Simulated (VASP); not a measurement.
## MnBr4: single point with PBE

The system is MnBr4.

```
Mn Br
1.0
     5.14538    0.00000    0.00000
     0.00000    5.14538    0.00000
     0.00000    0.00000    5.14538
Mn Br
1 4
Direct
  0.50000 0.50000 0.50000
  0.00000 0.00000 0.00000
  0.50000 0.50000 0.00000
  0.50000 0.00000 0.50000
  0.00000 0.50000 0.50000
```

The cell was generated, and may not be a known phase.

| Item | Value |
| --- | --- |
| Program | VASP 6.6.1 |
| Task | single point |
| Functional | PBE |
| Potentials or basis | VASP PAW PBE potentials, release 64 (Mn_pv, Br) |
| Cutoff | 520 eV |
| k mesh | 8 × 8 × 8 |
| Occupations | gaussian, width 0.1 eV |
| Spin | collinear spin |
| Starting moments | [4.56, -0.99, -0.14, -0.14, -0.14] μB |
| Dipole correction | no |
| Further INCAR settings | ALGO = Normal; EDIFF = 1e-06; NBANDS = 32 |

- Pressure: 0.0 GPa
- Band gap on the k mesh: zero (filled and empty bands overlap)
- Net moment: 3.00 μB per cell
- Site moments: Mn +3.98; Br -0.65, -0.10 (each value once) μB
- Valence electrons inside the program's atomic spheres: Mn 11.29; Br 4.69, 4.83 (each value once)

Levels at points of the mesh, in eV from the Fermi level:
Spin up:
```tsv
k point	band 18	band 19	band 20	band 21	band 22	band 23	band 24	band 25	band 26	band 27
(0.00, 0.00, 0.00)	-1.50	-1.21	-1.21	-1.21	0.28	0.28	0.28	2.19	6.56	7.01
(0.50, 0.00, 0.00)	-1.45	-1.16	-1.06	-1.06	-0.87	-0.03	-0.03	5.42	7.89	8.63
(0.50, 0.50, 0.00)	-1.03	-1.03	-0.80	-0.34	0.06	0.06	1.06	6.82	6.82	7.57
(0.50, 0.50, 0.50)	-0.32	-0.32	0.35	0.35	0.35	1.07	1.07	5.69	5.69	5.69
```
Spin down:
```tsv
k point	band 17	band 18	band 19	band 20	band 21	band 22
(0.00, 0.00, 0.00)	-0.16	-0.16	-0.16	0.93	0.93	0.93
(0.50, 0.00, 0.00)	-1.14	-0.79	-0.79	0.95	1.14	1.65
(0.50, 0.50, 0.00)	-0.43	-0.43	-0.43	1.33	1.64	1.64
(0.50, 0.50, 0.50)	-0.41	-0.41	-0.41	1.91	1.91	1.91
```

Wall time 4.4 min on 1 thread of Intel(R) Xeon(R) Platinum 8488C (Sapphire Rapids) (shared host), peak memory 0.42 GiB.

Caveat: semilocal functionals often make such compounds metallic where correlation or magnetic order opens a gap, which also shifts bond lengths.
